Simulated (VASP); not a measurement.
CoSi (CsCl type), 2 atoms in the cell. The structure is cubic, space group Pm-3m (No. 221). Conventional cell: a = 2.422 Å, b = 2.422 Å, c = 2.422 Å, α = 90.00°, β = 90.00°, γ = 90.00°. Within 2.8 Å of Co (site symmetry m-3m) lie 8 Si at 2.10 Å and 6 Co at 2.42 Å. Within 2.8 Å of Si (site symmetry m-3m) lie 8 Co at 2.10 Å and 6 Si at 2.42 Å. 

- Program: VASP 6.6.1
- Task: relaxation of cell and atoms
- Functional: PBEsol
- Potentials or basis: VASP PAW PBE potentials, release 64 (Co, Si)
- Cutoff: 600 eV
- k mesh: 17 × 17 × 17
- Occupations: fermi-dirac, width 0.08 eV
- Spin: collinear spin, ferromagnetic start
- Starting moments: [1.7, 0.0] μB
- Target pressure: 270 GPa
- Dipole correction: no
- Further INCAR settings: ALGO = Normal; EDIFF = 1e-06; IBRION = 2; EDIFFG = -0.005; NSW = 60; ISIF = 3

Potentials or basis: VASP PAW PBE potentials, release 64 (Co, Si).

Command:

```bash
$ cat potpaw_PBE.64/Co/POTCAR potpaw_PBE.64/Si/POTCAR > POTCAR
$ mpirun -np 1 vasp_std > vasp.out
```

Hardware: 1 thread of Intel Xeon 8259CL, with other jobs on the host.

Problem. How long does it take, and how much memory?

Solution. Run time: 4.2 min on 1 thread of Intel Xeon 8259CL, on a shared host, peak memory 0.18 GiB. Counts: scf iterations 43, k points 165, ion steps 5.
